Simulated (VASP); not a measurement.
# PC3 in VASP: notebook

Runs on PC3. Level: PBE. Tasks: single point.

Program: VASP 6.6.1. These are calculated values, not measurements. Logs are shortened: lines on timing, memory, paths and dates and some standing lists are left out, and cuts for length are marked.

### 1 The cell of the first run

It takes space group P-6m2 (No. 187, hexagonal). Conventional cell: a = 3.946 Å, b = 3.946 Å, c = 2.717 Å, α = 90.00°, β = 90.00°, γ = 120.00°. Within 2.6 Å of P (site symmetry -6m2) lie 6 C at 1.98 Å. C (site symmetry mm2) has 2 C at 1.46 Å within 1.9 Å. Within 1.9 Å of C (site symmetry mm2) lie 2 C at 1.46 Å.

### 2 Single point, PBE

Contents of INCAR:

```
ALGO = Normal
EDIFF = 1E-6
ENCUT = 520
GGA = PE
ISIF = 2
ISMEAR = 0
LASPH = T
LCHARG = F
LREAL = F
LWAVE = F
NBANDS = 27
NELM = 60
PREC = Accurate
SIGMA = 0.2
```

Contents of KPOINTS:

```
k-points
0
Gamma
  8 6 4
```

Contents of POSCAR:

```
PC3
1.0
    0.0000000000      0.0000000000     -2.7172904595
    1.9727677549     -3.4169339832      0.0000000000
   -5.9183032649     -3.4169339831      0.0000000000
P C
2 6
Direct
    0.0000000000      0.5000000000      0.8333333333
    0.0000000000      0.0000000000      0.3333333333
    0.5000000000      0.1848695138      0.9383768287
    0.5000000000      0.6848695138      0.4383768287
    0.5000000000      0.8151304862      0.9383768287
    0.5000000000      0.3151304862      0.4383768287
    0.5000000000      0.5000000000      0.6232463425
    0.5000000000      0.0000000000      0.1232463425
```

Potentials or basis: VASP PAW PBE potentials, release 64 (P, C).

Command:

```bash
> cat potpaw_PBE.64/P/POTCAR potpaw_PBE.64/C/POTCAR > POTCAR
> mpirun -np 1 vasp_std > vasp.out
```

OUTCAR:

```text
EDIFF = 1E-6
   ENCUT = 520
   GGA = PE
   ISIF = 2
   ISMEAR = 0
   LASPH = T
   LREAL = F
   NELM = 60
   PREC = Accurate

 ion  position               nearest neighbor table
   1  0.000  0.500  0.833-   3 1.98   3 1.98   7 1.98   7 1.98   5 1.98   5 1.98
   2  0.000  0.000  0.333-   4 1.98   4 1.98   8 1.98   8 1.98   6 1.98   6 1.98
   3  0.500  0.185  0.938-   8 1.46   5 1.46   1 1.98   1 1.98
   4  0.500  0.685  0.438-   7 1.46   6 1.46   2 1.98   2 1.98
   5  0.500  0.815  0.938-   3 1.46   8 1.46   1 1.98   1 1.98
   6  0.500  0.315  0.438-   4 1.46   7 1.46   2 1.98   2 1.98
   7  0.500  0.500  0.623-   4 1.46   6 1.46   1 1.98   1 1.98
   8  0.500  0.000  0.123-   3 1.46   5 1.46   2 1.98   2 1.98

  LATTYP: Found a simple orthorhombic cell.
 ALAT       =     2.7172904595
 B/A-ratio  =     1.4520109531
 C/A-ratio  =     2.5149567439

  Lattice vectors:

 A1 = (   0.0000000000,   0.0000000000,  -2.7172904595)
 A2 = (   1.9727677549,  -3.4169339832,   0.0000000000)
 A3 = (  -5.9183032649,  -3.4169339831,   0.0000000000)

Analysis of symmetry for initial positions (statically):
=====================================================================
 Subroutine PRICEL returns following result:

  LATTYP: Found a hexagonal cell.
 ALAT       =     3.9455355100
 C/A-ratio  =     0.6887000390

  Lattice vectors:

 A1 = (  -1.9727677549,   3.4169339832,   0.0000000000)
 A2 = (   3.9455355099,  -0.0000000001,   0.0000000000)
 A3 = (   0.0000000000,   0.0000000000,  -2.7172904595)

   2 primitive cells build up your supercell.

 Routine SETGRP: Setting up the symmetry group for a
 simple orthorhombic supercell.

 Subroutine GETGRP returns: Found  4 space group operations
 (whereof  4 operations were pure point group operations)
 out of a pool of  8 trial point group operations.

The static configuration has the point symmetry C_2v.

Analysis of symmetry for dynamics (positions and initial velocities):
=====================================================================
 Subroutine PRICEL returns following result:

  LATTYP: Found a hexagonal cell.
 ALAT       =     3.9455355100
 C/A-ratio  =     0.6887000390

  Lattice vectors:

 A1 = (  -1.9727677549,   3.4169339832,   0.0000000000)
 A2 = (   3.9455355099,  -0.0000000001,   0.0000000000)
[... 111 lines left out ...]
   LSORBIT =      F    spin-orbit coupling
   LASPH  =      T    aspherical Exc in radial PAW
   ENCUT  =  520.0 eV  38.22 Ry    6.18 a.u.   5.05  7.34 12.71*2*pi/ulx,y,z
   NELM   =     60;   NELMIN=  2; NELMDL= -5     # of ELM steps
   EDIFF  = 0.1E-05   stopping-criterion for ELM
   LREAL  =      F    real-space projection
   EDIFFG = 0.1E-04   stopping-criterion for IOM
   NSW    =      0    number of steps for IOM
   IBRION =     -1    ionic relax: 0-MD 1-quasi-New 2-CG
   NFREE  =      0    steps in history (QN), initial steepest desc. (CG)
   ISIF   =      2    stress and relaxation
   ISYM   =      2    0-nonsym 1-usesym 2-fastsym
   POTIM  = 0.5000    time-step for ionic-motion
   TEBEG  =    0.0;   TEEND  =   0.0 temperature during run
   PSTRESS=    0.0 pullay stress
   NELECT =      34.0000    total number of electrons
   NUPDOWN=      -1.0000    fix difference up-down
   EMIN   =  10.00;   EMAX   =-10.00  energy-range for DOS
   EFERMI =   0.00;   METHOD = LEGACY
   ISMEAR =     0;   SIGMA  =   0.20  broadening in eV -4-tet -1-fermi 0-gaus
   EFERMI_NEDOS =   21; number of points for ismear=-14 and -15
   IALGO  =     38    algorithm
   IMIX   =      4    mixing-type and parameters
     AMIX     =   0.40;   BMIX     =  1.00
     AMIX_MAG =   1.60;   BMIX_MAG =  1.00
  volume/ion in A,a.u.               =       9.16        61.80
  Fermi-wavevector in a.u.,A,eV,Ry     =   1.267452  2.395137 21.856877  1.606435
  Thomas-Fermi vector in A             =   2.400599
   LORBIT       =      0    0 simple, 1 ext, 2 COOP (PROOUT), +10 PAW based schemes
   GGA     = PE    functional components
   LHFCALC =     F    Hartree Fock is set to
   AEXX    =    0.0000 exact exchange contribution
   IVDW    =     0    specifies the selected vdW correction
   LEPSILON=     F    determine dielectric tensor
   LRPA    =     F    only Hartree local field effects (RPA)
 non-spin polarized calculation
 Gauss-broadening in eV      SIGMA  =   0.20
  energy-cutoff  :      520.00
  volume of cell :       73.27
 maximum number of plane-waves:      2012
   NGX = 11   NGY = 15   NGZ = 25

 number of electron      33.9999996 magnetization

 Free energy of the ion-electron system (eV)
  ---------------------------------------------------
  ext. energy  EPLUGINS =         0.00000000
  ---------------------------------------------------
  free energy    TOTEN  =       -57.07126730 eV

  energy without entropy =      -57.03856382  energy(sigma->0) =      -57.05491556

 E-fermi :   7.5423     XC(G=0): -11.2542

 val. band max:        7.5044417060   @ k =   0.2500   0.0000   0.0000
 cond. band min:       7.5964041600   @ k =   0.2500   0.0000   0.0000
 fundamental gap:      0.0919624540
 Fermi energy:         7.5423380031

 k-point     1 :       0.0000    0.0000    0.0000
  band No.  band energies     occupation
      1     -12.0970      2.00000
      2     -11.0743      2.00000
      3      -8.3823      2.00000
      4      -6.0532      2.00000
      5      -2.5758      2.00000
      6      -1.4102      2.00000
[... 709 lines left out ...]
     26      16.1992      0.00000
     27      16.2713      0.00000

 [... further k-points ...]
[... 5 lines left out ...]
  --------------------------------------------------------------------------------------
  -------------------------------------------------------------------------------------
  Total        0.3052549      0.2960273     -0.9482079      0.0079913      0.0000000      0.0000000
  in kB        6.6752061      6.4734201    -20.7350726      0.1747518      0.0000000      0.0000000
  external PRESSURE =      -2.5288155 kB  Pullay stress =       0.0000000 kB

 VOLUME and BASIS-vectors are now :
 -----------------------------------------------------------------------------
  energy-cutoff  :      520.00
  volume of cell :       73.27
      direct lattice vectors                 reciprocal lattice vectors
     0.000000000  0.000000000 -2.717290460     0.000000000  0.000000000 -0.368013657
     1.972767755 -3.416933983  0.000000000     0.126725510 -0.219495022  0.000000000
    -5.918303265 -3.416933983  0.000000000    -0.126725510 -0.073165007  0.000000000

 POSITION                                       TOTAL-FORCE (eV/Angst)
 -----------------------------------------------------------------------------------
     -3.94554     -4.55591      0.00000         0.038769      0.022383     -0.000000
     -1.97277     -1.13898      0.00000         0.038769      0.022383     -0.000000
     -5.18889     -3.83806     -1.35865         0.267203     -0.154861      0.000000
     -1.24336     -3.83806     -1.35865         0.267203     -0.154861      0.000000
     -3.94554     -5.99162     -1.35865        -0.000512      0.308835     -0.000000
     -1.97277     -2.57468     -1.35865        -0.000512      0.308835     -0.000000
     -2.70218     -3.83806     -1.35865        -0.305460     -0.176358     -0.000000
     -0.72941     -0.42112     -1.35865        -0.305460     -0.176358     -0.000000
 -----------------------------------------------------------------------------------
    total drift:                                0.000226      0.000131     -0.000000

  FREE ENERGIE OF THE ION-ELECTRON SYSTEM (eV)
  ---------------------------------------------------
  free  energy   TOTEN  =       -57.0712673027 eV

  energy  without entropy=      -57.0385638225  energy(sigma->0) =      -57.05491556
```

OSZICAR:

```text
N       E                     dE             d eps       ncg     rms          rms(c)
DAV:   1     0.107713000929E+03    0.10771E+03   -0.16860E+04  3240   0.117E+03
DAV:   2    -0.534568523152E+02   -0.16117E+03   -0.15214E+03  4057   0.228E+02
DAV:   3    -0.615185836801E+02   -0.80617E+01   -0.79522E+01  4352   0.481E+01
DAV:   4    -0.616367394684E+02   -0.11816E+00   -0.11786E+00  4202   0.634E+00
DAV:   5    -0.616395096933E+02   -0.27702E-02   -0.27690E-02  4308   0.904E-01    0.155E+01
DAV:   6    -0.573512636581E+02    0.42882E+01   -0.84795E+00  3807   0.148E+01    0.840E+00
DAV:   7    -0.570906655378E+02    0.26060E+00   -0.22713E+00  4126   0.760E+00    0.298E+00
DAV:   8    -0.570674161241E+02    0.23249E-01   -0.10154E-01  4107   0.182E+00    0.102E+00
DAV:   9    -0.570695112720E+02   -0.20951E-02   -0.17063E-02  3820   0.745E-01    0.259E-01
DAV:  10    -0.570708505911E+02   -0.13393E-02   -0.14443E-03  3864   0.208E-01    0.123E-01
DAV:  11    -0.570712004359E+02   -0.34984E-03   -0.30939E-04  4054   0.906E-02    0.290E-02
DAV:  12    -0.570712595782E+02   -0.59142E-04   -0.78720E-05  3724   0.471E-02    0.112E-02
DAV:  13    -0.570712668437E+02   -0.72656E-05   -0.77138E-06  4055   0.144E-02    0.317E-03
DAV:  14    -0.570712673027E+02   -0.45893E-06   -0.79720E-07  2844   0.477E-03
   1 F= -.57071267E+02 E0= -.57054916E+02  d E =-.327035E-01
```

Run time: 2.3 min. Hardware: 1 thread of AMD EPYC 7R43 (Zen 3), shared host; peak memory 0.18 GiB.

Results:

| Quantity | Value |
| --- | --- |
| Free energy | -57.0713 eV |
| Pressure | -0.3 GPa |
| Largest force | 0.353 eV/Å |
| Band gap on the k mesh | zero (band 17 reaches 10.75 eV, above the bottom of band 18 at 5.40 eV) |

Forces on the atoms (eV/Å):
```
P    0.039  0.022  0.000
P    0.039  0.022  0.000
C    0.267 -0.155  0.000
C    0.267 -0.155  0.000
C   -0.001  0.309  0.000
C   -0.001  0.309  0.000
C   -0.305 -0.176  0.000
C   -0.305 -0.176  0.000
```

Stress tensor (GPa, compression positive):
```
 0.67  0.02  0.00
 0.02  0.65  0.00
 0.00  0.00 -2.07
```

### 3 Single point, PBE

This run uses another cell than the first one, of 9.11 Å³/atom, 0.995 times its volume.

Contents of INCAR:

```
SYSTEM = PC3
PREC     = Accurate       ! precision mode
ENCUT    = 520            ! plane-wave cutoff, eV
EDIFF    = 1E-6           ! SCF threshold, eV
ISMEAR   = 0              ! smearing method
SIGMA    = 0.2            ! smearing width, eV
LREAL    = .False.        ! projectors in reciprocal space
LASPH    = .True.         ! aspherical terms in the spheres
NELM     = 80             ! most SCF steps
ALGO     = Normal         ! electronic algorithm
ISIF     = 2              ! what is computed and relaxed
LWAVE    = .False.        ! write WAVECAR
LCHARG   = .False.        ! write CHGCAR
GGA      = PE             ! functional
NBANDS   = 27             ! bands
```

Contents of KPOINTS:

```
Automatic mesh
0
Gamma
  8 6 4
  0 0 0
```

Contents of POSCAR:

```
PC3
1.0
   -0.0051847771     -0.0017605041     -2.7092198083
    1.9714051164     -3.4128820002      0.0015656815
   -5.9144094095     -3.4130775597     -0.0130123689
P C
2 6
Direct
   -0.0001481724      0.4997131321      0.8330776526
    0.0001549944      0.0002431328      0.3330846272
    0.5010634854      0.1851816849      0.9381252350
    0.4991964645      0.6856392516      0.4382916096
    0.5010319020      0.8143481343      0.9383295002
    0.4991695711      0.3148009833      0.4381449985
    0.4984010321      0.5000495851      0.6238006507
    0.5011307229      0.0000240957      0.1238123928
```

Potentials or basis: VASP PAW PBE potentials, release 64 (P, C).

Command:

```bash
> cat potpaw_PBE.64/P/POTCAR potpaw_PBE.64/C/POTCAR > POTCAR
> mpirun -np 1 vasp_std > vasp.out
```

It took 4.6 min on 1 thread of AMD EPYC 7R43 (Zen 3), shared host; peak memory 0.22 GiB.

The run converged. Its results:

```
Free energy            : -57.0761 eV
Pressure               : 0.2 GPa
Largest force          : 0.135 eV/Å
Band gap on the k mesh : zero (band 17 reaches 10.85 eV, above the bottom of band 18 at 5.44 eV)
```

Forces on the atoms (eV/Å):
```
P    0.014  0.002 -0.002
P    0.010  0.012  0.004
C    0.097 -0.062 -0.003
C    0.107 -0.061  0.000
C    0.005  0.127 -0.001
C   -0.002  0.119  0.003
C   -0.115 -0.070 -0.009
C   -0.116 -0.067  0.009
```

Stress tensor (GPa, compression positive):
```
 0.36  0.03 -0.12
 0.03  0.53 -0.04
-0.12 -0.04 -0.40
```

Levels at points of the mesh, in eV from the Fermi level:
| k point | band 14 | band 15 | band 16 | band 17 | band 18 | band 19 | band 20 | band 21 | band 22 | band 23 |
| --- | --- | --- | --- | --- | --- | --- | --- | --- | --- | --- |
| (0.00, 0.00, 0.00) | -2.25 | -0.59 | 3.12 | 3.26 | 3.33 | 3.34 | 3.52 | 3.60 | 4.05 | 4.92 |
| (0.50, 0.00, 0.00) | -3.97 | -3.54 | -3.53 | -1.99 | -1.27 | -0.69 | 1.45 | 4.63 | 4.65 | 6.70 |
| (0.00, 0.50, 0.00) | -2.37 | -0.52 | -0.52 | 3.01 | 3.01 | 3.49 | 3.49 | 4.27 | 4.27 | 5.06 |
| (0.50, 0.50, 0.00) | -4.90 | -3.07 | -3.07 | -0.59 | -0.59 | 2.85 | 2.85 | 5.20 | 5.20 | 6.98 |
| (0.00, 0.00, 0.50) | -3.90 | 1.13 | 1.13 | 3.23 | 3.23 | 3.58 | 3.58 | 5.89 | 5.89 | 6.01 |
| (0.50, 0.00, 0.50) | -4.26 | -2.92 | -2.92 | -2.14 | -2.14 | 1.00 | 1.00 | 4.87 | 4.87 | 5.95 |
| (0.00, 0.50, 0.50) | -2.26 | -0.58 | -0.58 | 3.11 | 3.11 | 3.53 | 3.53 | 3.60 | 3.60 | 4.91 |
| (0.50, 0.50, 0.50) | -4.51 | -1.97 | -1.97 | -0.70 | -0.70 | 1.44 | 1.45 | 6.71 | 6.71 | 7.76 |
